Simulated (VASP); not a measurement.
Write the native input for VASP 6.6.1 that does the following.

```yaml
Task: single point
Functional: PBE
Potentials_or_basis: VASP PAW PBE potentials, release 64 (Co)
Cutoff: 520 eV
k_mesh: 13 × 13 × 7
Occupations: fermi-dirac, width 0.1 eV
Spin: collinear spin
Starting_moments: "[3.0, 0.0] μB"
Dipole_correction: no
Further_INCAR_settings: ALGO = Normal; EDIFF = 1e-07; NBANDS = 20
```

The structure of Co lies in POSCAR:

```
Co
1.0
    2.5270016500      0.0000000000      0.0000000000
   -1.2635008200      2.1884476200      0.0000000000
    0.0000000000      0.0000000000      4.1190000000
Co
2
Direct
    0.3333333300      0.6666666700      0.2500000000
    0.6666666700      0.3333333300      0.7500000000
```

These files were run (other wordings do the same):

INCAR

```
PREC = Accurate
ENCUT = 520
EDIFF = 1E-7
ISMEAR = -1
SIGMA = 0.1
LREAL = False
LASPH = True
NELM = 150
ALGO = Normal
ISIF = 2
LWAVE = False
LCHARG = False
ISPIN = 2
MAGMOM = 3 0
LORBIT = 11
LMAXMIX = 4
GGA = PE
NBANDS = 20
```

KPOINTS

```
regular mesh
0
Gamma
  13 13 7
```

Potentials or basis: VASP PAW PBE potentials, release 64 (Co).

Command:

```console
$ cat potpaw_PBE.64/Co/POTCAR > POTCAR
$ mpirun -np 1 vasp_std > vasp.out
```

It gave:

- Pressure: -9.5 GPa
- Net moment: 3.26 μB per cell
- Site moments: Co +1.66 μB
- Valence electrons inside the program's atomic spheres: Co 8.18

Wall time 85 s on 1 thread of Intel(R) Xeon(R) Platinum 8488C (Sapphire Rapids) (shared host), peak memory 0.18 GiB.
